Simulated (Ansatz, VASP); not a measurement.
Cr: VASP beside Ansatz

INCAR

```
SYSTEM = Cr
PREC = Accurate
ENCUT = 600
EDIFF = 1E-6
ISMEAR = 0
SIGMA = 0.1
LREAL = .False.
LASPH = .True.
NELM = 60
ALGO = Fast
ISIF = 3
LWAVE = .False.
LCHARG = .False.
GGA = PE
IBRION = 2
NSW = 100
EDIFFG = -0.01
```

File KPOINTS:

```
regular mesh
0
Gamma
  28 28 28
  0 0 0
```

POSCAR

```
Cr
1.0
   -1.4239059873      1.4239059873      1.4239059873
    1.4239059873     -1.4239059873      1.4239059873
    1.4239059873      1.4239059873     -1.4239059873
Cr
1
Direct
    0.0000000000      0.0000000000      0.0000000000
```

Input for Ansatz:

```yaml
crystal:
  lattice:
    - [-1.4239059873, 1.4239059873, 1.4239059873]
    - [1.4239059873, -1.4239059873, 1.4239059873]
    - [1.4239059873, 1.4239059873, -1.4239059873]
  atoms:
    - { symbol: Cr, position: [0.0, 0.0, 0.0] }
basis:
  ecutwfc: 420
kpoints:
  mp_grid: { grid: [28, 28, 28] }
hamiltonian:
  xc: pbe
scf:
  occupations: { method: gaussian, width: 0.1 }
output:
  forces: true
  stress: true
  eigenvalues: true
relax:
  adjacent_minimum: "off"
  f_tol: 0.01
  max_steps: 80
  cell: { stress_tol: 0.05 }
```

Alike in both runs: task relaxation of cell and atoms; functional PBE; k mesh 28 × 28 × 28; occupations gaussian, width 0.1 eV; no spin polarisation.

```csv
,VASP,Ansatz
version,VASP 6.6.1,Ansatz 0.2.0
potentials or method,"VASP PAW PBE potentials, release 64 (Cr_pv), cutoff 600 eV","scalar-relativistic, plane waves, PAW"
valence electrons in the cell,12,14
```

VASP gave:

```
gap on the k mesh at the Fermi level, each at its own relaxed structure (eV) : none
relaxed volume (Å³/atom)                                                     : 11.53
relaxed cell length with the largest relative difference (Å)                 : 2.465
```

Q: Estimate Ansatz's values.

A: gap on the k mesh at the Fermi level, each at its own relaxed structure (eV): none; relaxed volume (Å³/atom): 11.55; relaxed cell length with the largest relative difference (Å): 2.466.

A gap of «none» marks a metal or a gap that the smearing closes. VASP's potentials hold 12 valence electrons a cell and Ansatz's 14, so a difference there can come from the potentials and not from the codes.
